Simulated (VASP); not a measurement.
# EuAgSeF (P4/nmm) in VASP: single point with PBE+U

Aim: the single point of EuAgSeF with PBE+U.

Program: VASP 6.6.1. These are calculated values, not measurements. Logs are shortened: lines on timing, memory, paths and dates and some standing lists are left out, and cuts for length are marked.

## (1) The cell of the first run

Symmetry: P4/nmm, No. 129, tetragonal system. Conventional cell: a = 4.188 Å, b = 4.188 Å, c = 9.350 Å, α = 90.00°, β = 90.00°, γ = 90.00°. Eu (site symmetry 4mm) has 4 F at 2.54 Å and 4 Se at 3.27 Å within 3.3 Å. Ag (site symmetry -4m2) has 4 Se at 2.79 Å and 4 Ag at 2.96 Å within 3.7 Å. Se (site symmetry 4mm) has 4 Ag at 2.79 Å and 4 Eu at 3.27 Å and 4 F at 3.52 Å within 3.7 Å. Within 3.3 Å of F (site symmetry -4m2) lie 4 Eu at 2.54 Å and 4 F at 2.96 Å.

## (2) Single point, PBE+U, collinear spin, ferromagnetic start

File INCAR:

```
SYSTEM = EuAgSeF
PREC = Accurate ; ENCUT = 520
EDIFF = 1E-6 ; ISMEAR = 0
SIGMA = 0.02 ; LREAL = .FALSE.
LASPH = .TRUE. ; NELM = 150
ALGO = Normal ; ISIF = 2
LWAVE = .FALSE. ; LCHARG = .FALSE.
ISPIN = 2 ; MAGMOM = 7.44 7.44 0 0 0 0 0 0
LORBIT = 11 ; LMAXMIX = 6
LDAU = .TRUE. ; LDAUTYPE = 2
LDAUL = 3 -1 -1 -1 ; LDAUU = 5 0 0 0
LDAUJ = 0 0 0 0 ; LDAUPRINT = 1
GGA = PE ; NBANDS = 55
KPAR = 2
```

File KPOINTS:

```
Automatic mesh
0
G
  6 6 4
  0 0 0
```

File POSCAR:

```
EuAgSeF
1.0
    4.1883606782      0.0000000000      0.0000000000
    0.0000000000      4.1883606782      0.0000000000
    0.0000000000      0.0000000000      9.3499909729
Eu Ag Se F
2 2 2 2
Direct
    0.5000000000      0.0000000000      0.3466672929
    0.0000000000      0.5000000000      0.6533327071
    0.0000000000      0.0000000000      0.0000000000
    0.5000000000      0.5000000000      0.0000000000
    0.0000000000      0.5000000000      0.1976412951
    0.5000000000      0.0000000000      0.8023587049
    0.0000000000      0.0000000000      0.5000000000
    0.5000000000      0.5000000000      0.5000000000
```

Potentials or basis: VASP PAW PBE potentials, release 64 (Eu, Ag, Se, F).

The run is started by

```
$ cat potpaw_PBE.64/Eu/POTCAR potpaw_PBE.64/Ag/POTCAR potpaw_PBE.64/Se/POTCAR potpaw_PBE.64/F/POTCAR > POTCAR
$ mpirun -np 2 vasp_std > vasp.out
```

OUTCAR:

```text
SYSTEM = EuAgSeF
   PREC = Accurate
   ENCUT = 520
   EDIFF = 1E-6
   ISMEAR = 0
   LREAL = .FALSE.
   LASPH = .TRUE.
   NELM = 150
   ISIF = 2
   ISPIN = 2
   LORBIT = 11
   GGA = PE

 ion  position               nearest neighbor table
   1  0.500  0.000  0.347-   7 2.54   8 2.54   8 2.54   7 2.54
   2  0.000  0.500  0.653-   7 2.54   8 2.54   7 2.54   8 2.54
   3  0.000  0.000  0.000-   5 2.79   6 2.79   5 2.79   6 2.79   4 2.96   4 2.96   4 2.96   4 2.96

   4  0.500  0.500  0.000-   5 2.79   6 2.79   6 2.79   5 2.79   3 2.96   3 2.96   3 2.96   3 2.96

   5  0.000  0.500  0.198-   3 2.79   4 2.79   3 2.79   4 2.79
   6  0.500  0.000  0.802-   3 2.79   4 2.79   4 2.79   3 2.79
   7  0.000  0.000  0.500-   1 2.54   2 2.54   2 2.54   1 2.54
   8  0.500  0.500  0.500-   1 2.54   2 2.54   1 2.54   2 2.54

  LATTYP: Found a simple tetragonal cell.
 ALAT       =     4.1883606782
 C/A-ratio  =     2.2323748338

  Lattice vectors:

 A1 = (   4.1883606782,   0.0000000000,   0.0000000000)
 A2 = (   0.0000000000,   4.1883606782,   0.0000000000)
 A3 = (   0.0000000000,   0.0000000000,   9.3499909729)

Analysis of symmetry for initial positions (statically):
=====================================================================
 Subroutine PRICEL returns:
 Original cell was already a primitive cell.

 Routine SETGRP: Setting up the symmetry group for a
 simple tetragonal supercell.

 Subroutine GETGRP returns: Found 16 space group operations
 (whereof  8 operations were pure point group operations)
 out of a pool of 16 trial point group operations.

The static configuration has the point symmetry D_2d.
 The point group associated with its full space group is D_4h.

Analysis of symmetry for dynamics (positions and initial velocities):
=====================================================================
 Subroutine PRICEL returns:
 Original cell was already a primitive cell.

 Routine SETGRP: Setting up the symmetry group for a
 simple tetragonal supercell.

 Subroutine GETGRP returns: Found 16 space group operations
 (whereof  8 operations were pure point group operations)
 out of a pool of 16 trial point group operations.

The dynamic configuration has the point symmetry D_2d.
 The point group associated with its full space group is D_4h.

Analysis of structural, dynamic, and magnetic symmetry:
=====================================================================
 Subroutine PRICEL returns:
 Original cell was already a primitive cell.

 Routine SETGRP: Setting up the symmetry group for a
 simple tetragonal supercell.

 Subroutine GETGRP returns: Found 16 space group operations
 (whereof  8 operations were pure point group operations)
 out of a pool of 16 trial point group operations.

The overall configuration has the point symmetry D_2d.
 The point group associated with its full space group is D_4h.

 Subroutine INISYM returns: Found 16 space group operations
 (whereof  8 operations are pure point group operations),
 and found     1 'primitive' translations

----------------------------------------------------------------------------------------
[... 184 lines left out ...]
  o =  0.9783  v =  0.0000 -0.0000 -0.0000  0.0000  0.0000  1.0000  0.0000  0.0000  0.0000  0.0000  0.0000  0.0000  0.0000  0.0000      0.0000  0.0000  0.0000  0.0000  0.0000  0.0000  0.0000  0.0000  0.0000  0.0000  0.0000  0.0000  0.0000  0.0000
  o =  0.9799  v =  0.5829 -0.0000  0.8126  0.0000  0.0000  0.0000 -0.0000  0.0000  0.0000  0.0000  0.0000  0.0000  0.0000  0.0000      0.0000  0.0000  0.0000  0.0000  0.0000  0.0000  0.0000  0.0000  0.0000  0.0000  0.0000  0.0000  0.0000  0.0000
  o =  0.9799  v = -0.0000 -0.0000 -0.0000 -0.0000  0.8126 -0.0000 -0.5829  0.0000  0.0000  0.0000  0.0000  0.0000  0.0000  0.0000      0.0000  0.0000  0.0000  0.0000  0.0000  0.0000  0.0000  0.0000  0.0000  0.0000  0.0000  0.0000  0.0000  0.0000
  o =  0.9805  v = -0.0000 -1.0000 -0.0000  0.0000 -0.0000 -0.0000  0.0000  0.0000  0.0000  0.0000  0.0000  0.0000  0.0000  0.0000      0.0000  0.0000  0.0000  0.0000  0.0000  0.0000  0.0000  0.0000  0.0000  0.0000  0.0000  0.0000  0.0000  0.0000

atom =   2  type =  1  l = 3

 onsite density matrix

spin component  1

  0.9788  0.0000  0.0008 -0.0000  0.0000  0.0000 -0.0000
  0.0000  0.9805 -0.0000  0.0000 -0.0000  0.0000 -0.0000
  0.0008 -0.0000  0.9794 -0.0000 -0.0000 -0.0000  0.0000
 -0.0000  0.0000 -0.0000  0.9764 -0.0000  0.0000  0.0000
  0.0000 -0.0000 -0.0000 -0.0000  0.9794  0.0000 -0.0008
  0.0000  0.0000 -0.0000  0.0000  0.0000  0.9783 -0.0000
 -0.0000 -0.0000  0.0000  0.0000 -0.0008 -0.0000  0.9788

spin component  2

  0.0016 -0.0000 -0.0002 -0.0000  0.0000 -0.0000 -0.0000
 -0.0000  0.0019 -0.0000 -0.0000 -0.0000 -0.0000  0.0000
 -0.0002 -0.0000  0.0011  0.0000  0.0000  0.0000  0.0000
 -0.0000 -0.0000  0.0000  0.0017  0.0000 -0.0000 -0.0000
  0.0000 -0.0000  0.0000  0.0000  0.0011 -0.0000  0.0002
 -0.0000 -0.0000  0.0000 -0.0000 -0.0000  0.0036  0.0000
 -0.0000  0.0000  0.0000 -0.0000  0.0002  0.0000  0.0016

 occupancies and eigenvectors

  o =  0.0010  v =  0.0000  0.0000  0.0000  0.0000  0.0000  0.0000  0.0000 -0.3792 -0.0000 -0.9253  0.0000  0.0000 -0.0000 -0.0000      0.0000  0.0000  0.0000  0.0000  0.0000  0.0000  0.0000  0.0000  0.0000  0.0000  0.0000  0.0000  0.0000  0.0000
  o =  0.0010  v =  0.0000  0.0000  0.0000  0.0000  0.0000  0.0000  0.0000 -0.0000  0.0000 -0.0000  0.0000 -0.9253  0.0000  0.3792      0.0000  0.0000  0.0000  0.0000  0.0000  0.0000  0.0000  0.0000  0.0000  0.0000  0.0000  0.0000  0.0000  0.0000
  o =  0.0017  v =  0.0000  0.0000  0.0000  0.0000  0.0000  0.0000  0.0000 -0.0000  0.0000  0.0000 -1.0000  0.0000 -0.0000  0.0000      0.0000  0.0000  0.0000  0.0000  0.0000  0.0000  0.0000  0.0000  0.0000  0.0000  0.0000  0.0000  0.0000  0.0000
  o =  0.0017  v =  0.0000  0.0000  0.0000  0.0000  0.0000  0.0000  0.0000  0.9253 -0.0000 -0.3792 -0.0000 -0.0000  0.0000 -0.0000      0.0000  0.0000  0.0000  0.0000  0.0000  0.0000  0.0000  0.0000  0.0000  0.0000  0.0000  0.0000  0.0000  0.0000
  o =  0.0017  v =  0.0000  0.0000  0.0000  0.0000  0.0000  0.0000  0.0000  0.0000  0.0000 -0.0000  0.0000  0.3792  0.0000  0.9253      0.0000  0.0000  0.0000  0.0000  0.0000  0.0000  0.0000  0.0000  0.0000  0.0000  0.0000  0.0000  0.0000  0.0000
  o =  0.0019  v =  0.0000  0.0000  0.0000  0.0000  0.0000  0.0000  0.0000 -0.0000 -1.0000  0.0000 -0.0000 -0.0000 -0.0000  0.0000      0.0000  0.0000  0.0000  0.0000  0.0000  0.0000  0.0000  0.0000  0.0000  0.0000  0.0000  0.0000  0.0000  0.0000
  o =  0.0036  v =  0.0000  0.0000  0.0000  0.0000  0.0000  0.0000  0.0000  0.0000  0.0000  0.0000  0.0000 -0.0000 -1.0000 -0.0000      0.0000  0.0000  0.0000  0.0000  0.0000  0.0000  0.0000  0.0000  0.0000  0.0000  0.0000  0.0000  0.0000  0.0000
  o =  0.9764  v =  0.0000 -0.0000 -0.0000 -1.0000  0.0000  0.0000  0.0000  0.0000  0.0000  0.0000  0.0000  0.0000  0.0000  0.0000      0.0000  0.0000  0.0000  0.0000  0.0000  0.0000  0.0000  0.0000  0.0000  0.0000  0.0000  0.0000  0.0000  0.0000
  o =  0.9783  v =  0.0000 -0.0000 -0.0000  0.0000  0.5829  0.0000  0.8126  0.0000  0.0000  0.0000  0.0000  0.0000  0.0000  0.0000      0.0000  0.0000  0.0000  0.0000  0.0000  0.0000  0.0000  0.0000  0.0000  0.0000  0.0000  0.0000  0.0000  0.0000
  o =  0.9783  v = -0.8126  0.0000  0.5829 -0.0000  0.0000  0.0000 -0.0000  0.0000  0.0000  0.0000  0.0000  0.0000  0.0000  0.0000      0.0000  0.0000  0.0000  0.0000  0.0000  0.0000  0.0000  0.0000  0.0000  0.0000  0.0000  0.0000  0.0000  0.0000
  o =  0.9783  v =  0.0000  0.0000 -0.0000  0.0000 -0.0000  1.0000 -0.0000  0.0000  0.0000  0.0000  0.0000  0.0000  0.0000  0.0000      0.0000  0.0000  0.0000  0.0000  0.0000  0.0000  0.0000  0.0000  0.0000  0.0000  0.0000  0.0000  0.0000  0.0000
  o =  0.9799  v =  0.0000  0.0000  0.0000  0.0000 -0.8126  0.0000  0.5829  0.0000  0.0000  0.0000  0.0000  0.0000  0.0000  0.0000      0.0000  0.0000  0.0000  0.0000  0.0000  0.0000  0.0000  0.0000  0.0000  0.0000  0.0000  0.0000  0.0000  0.0000
  o =  0.9799  v = -0.5829  0.0000 -0.8126  0.0000 -0.0000 -0.0000  0.0000  0.0000  0.0000  0.0000  0.0000  0.0000  0.0000  0.0000      0.0000  0.0000  0.0000  0.0000  0.0000  0.0000  0.0000  0.0000  0.0000  0.0000  0.0000  0.0000  0.0000  0.0000
  o =  0.9805  v =  0.0000  1.0000  0.0000 -0.0000  0.0000 -0.0000 -0.0000  0.0000  0.0000  0.0000  0.0000  0.0000  0.0000  0.0000      0.0000  0.0000  0.0000  0.0000  0.0000  0.0000  0.0000  0.0000  0.0000  0.0000  0.0000  0.0000  0.0000  0.0000

 number of electron      81.9999984 magnetization      13.9999653

 Free energy of the ion-electron system (eV)
  ---------------------------------------------------
  ext. energy  EPLUGINS =         0.00000000
  ---------------------------------------------------
  free energy    TOTEN  =       -53.69520568 eV

  energy without entropy =      -53.69520568  energy(sigma->0) =      -53.69520568

 E-fermi :   4.1700     XC(G=0): -10.1975

 val. band max:        4.0388051258   @ k =   0.0000   0.0000   0.0000
 cond. band min:       4.4333937011   @ k =   0.0000   0.0000   0.0000
 fundamental gap:      0.3945885753
 Fermi energy:         4.1700233980

 spin component 1

 k-point     1 :       0.0000    0.0000    0.0000
  band No.  band energies     occupation
      1     -35.7209      1.00000
      2     -35.7023      1.00000
      3     -19.9984      1.00000
      4     -19.6021      1.00000
      5     -14.6830      1.00000
      6     -14.6830      1.00000
[... 2681 lines left out ...]
     52      12.8688      0.00000
     53      13.1577      0.00000

 [... further k-points ...]

 [bands above 53 left out]

------------------------ aborting loop because EDIFF is reached ----------------------------------------

  FORCE on cell =-STRESS in cart. coord.  units (eV):
  Direction    XX          YY          ZZ          XY          YZ          ZX
  --------------------------------------------------------------------------------------
  -------------------------------------------------------------------------------------
  Total       -0.0375435     -0.0375435     -0.0675217      0.0000000      0.0000000      0.0000000
  in kB       -0.3667296     -0.3667296     -0.6595603      0.0000000      0.0000000      0.0000000
  external PRESSURE =      -0.4643398 kB  Pullay stress =       0.0000000 kB

 VOLUME and BASIS-vectors are now :
 -----------------------------------------------------------------------------
  energy-cutoff  :      520.00
  volume of cell :      164.02
      direct lattice vectors                 reciprocal lattice vectors
     4.188360678  0.000000000  0.000000000     0.238756897  0.000000000  0.000000000
     0.000000000  4.188360678  0.000000000     0.000000000  0.238756897  0.000000000
     0.000000000  0.000000000  9.349990973     0.000000000  0.000000000  0.106951975

 POSITION                                       TOTAL-FORCE (eV/Angst)
 -----------------------------------------------------------------------------------
      2.09418      0.00000      3.24134         0.000000      0.000000      0.017348
      0.00000      2.09418      6.10865         0.000000     -0.000000     -0.017348
      0.00000      0.00000      0.00000         0.000000      0.000000      0.000000
      2.09418      2.09418      0.00000         0.000000     -0.000000      0.000000
      0.00000      2.09418      1.84794         0.000000      0.000000     -0.014661
      2.09418      0.00000      7.50205        -0.000000      0.000000      0.014661
      0.00000      0.00000      4.67500         0.000000      0.000000      0.000000
      2.09418      2.09418      4.67500         0.000000      0.000000      0.000000
 -----------------------------------------------------------------------------------
    total drift:                                0.000000     -0.000000      0.000000

  FREE ENERGIE OF THE ION-ELECTRON SYSTEM (eV)
  ---------------------------------------------------
  free  energy   TOTEN  =       -53.6952056813 eV

  energy  without entropy=      -53.6952056813  energy(sigma->0) =      -53.69520568

 total charge

# of ion       s       p       d       f       tot
--------------------------------------------------
    1        2.019   5.789   0.193   6.856  14.857
    2        2.019   5.789   0.193   6.856  14.857
    3        0.319   0.260   9.246   0.000   9.824
    4        0.319   0.260   9.246   0.000   9.824
    5        1.442   2.364   0.024   0.000   3.830
    6        1.442   2.364   0.024   0.000   3.830
    7        1.735   4.361   0.000   0.000   6.096
    8        1.735   4.361   0.000   0.000   6.096
--------------------------------------------------
tot         11.028  25.545  18.926  13.713  69.211

 magnetization (x)

# of ion       s       p       d       f       tot
--------------------------------------------------
    1       -0.017  -0.122   0.031   6.833   6.724
    2       -0.017  -0.122   0.031   6.833   6.724
    3        0.000  -0.000  -0.002   0.000  -0.002
    4        0.000  -0.000  -0.002   0.000  -0.002
    5       -0.001  -0.021   0.001   0.000  -0.020
    6       -0.001  -0.021   0.001   0.000  -0.020
    7       -0.001  -0.017   0.000   0.000  -0.018
    8       -0.001  -0.017   0.000   0.000  -0.018
--------------------------------------------------
tot         -0.037  -0.321   0.060  13.665  13.367
```

It took 6.5 min on 2 MPI ranks of Intel Xeon Platinum 8259CL at 2.50GHz (Skylake/Cascade Lake), shared host; peak memory 0.6 GiB.

Results:

```
Free energy                                           : -53.6952 eV
Pressure                                              : 0.0 GPa
Largest force                                         : 0.017 eV/Å
Band gap on the k mesh                                : 0.39 eV
Net moment                                            : 14.00 μB per cell
Site moments                                          : Eu +6.72; Ag -0.00; Se -0.02; F -0.02 μB
Valence electrons inside the program's atomic spheres : Eu 14.86; Ag 9.82; Se 3.83; F 6.10
```

Forces on the atoms (eV/Å):
```
Eu   0.000  0.000  0.017
Eu   0.000  0.000 -0.017
Ag   0.000  0.000  0.000
Ag   0.000  0.000  0.000
Se   0.000  0.000 -0.015
Se   0.000  0.000  0.015
F    0.000  0.000  0.000
F    0.000  0.000  0.000
```

Levels at points of the mesh, in eV from the valence-band top:
Spin up:
| k point | band 46 | band 47 | band 48 | band 49 | band 50 | band 51 |
| --- | --- | --- | --- | --- | --- | --- |
| (0.00, 0.00, 0.00) | -0.13 | 0.00 | 0.00 | 0.39 | 2.44 | 2.49 |
| (0.50, 0.00, 0.00) | -0.11 | -0.06 | -0.06 | 1.85 | 1.85 | 3.25 |
| (0.50, 0.50, 0.00) | -0.15 | -0.10 | -0.10 | 2.33 | 2.33 | 3.49 |
| (0.00, 0.00, 0.50) | -0.12 | -0.01 | -0.01 | 1.04 | 2.11 | 2.35 |
| (0.50, 0.00, 0.50) | -0.09 | -0.06 | -0.06 | 1.88 | 1.88 | 3.21 |
| (0.50, 0.50, 0.50) | -0.16 | -0.10 | -0.10 | 2.53 | 2.53 | 3.49 |
Spin down:
```csv
k point,band 32,band 33,band 34,band 35,band 36,band 37
"(0.00, 0.00, 0.00)",-1.56,-0.54,-0.54,0.58,2.80,2.81
"(0.50, 0.00, 0.00)",-1.51,-1.08,-1.08,2.00,2.00,3.63
"(0.50, 0.50, 0.00)",-2.42,-1.93,-1.93,2.59,2.59,3.57
"(0.00, 0.00, 0.50)",-1.78,-0.57,-0.57,1.18,2.44,2.73
"(0.50, 0.00, 0.50)",-1.42,-1.07,-1.07,2.00,2.00,3.63
"(0.50, 0.50, 0.50)",-2.39,-1.93,-1.93,2.76,2.76,3.57
```

Eigenvalues of the final occupation matrices:
```csv
site,spin,trace,eigenvalues
site 1 f,1,6.85,0.98 0.98 0.98 0.98 0.98 0.98 0.98
site 1 f,2,0.01,0.00 0.00 0.00 0.00 0.00 0.00 0.00
site 2 f,1,6.85,0.98 0.98 0.98 0.98 0.98 0.98 0.98
site 2 f,2,0.01,0.00 0.00 0.00 0.00 0.00 0.00 0.00
```

Caveat: spin-orbit coupling is left out, which moves the levels of the heavy elements. A k mesh can miss the band edges.
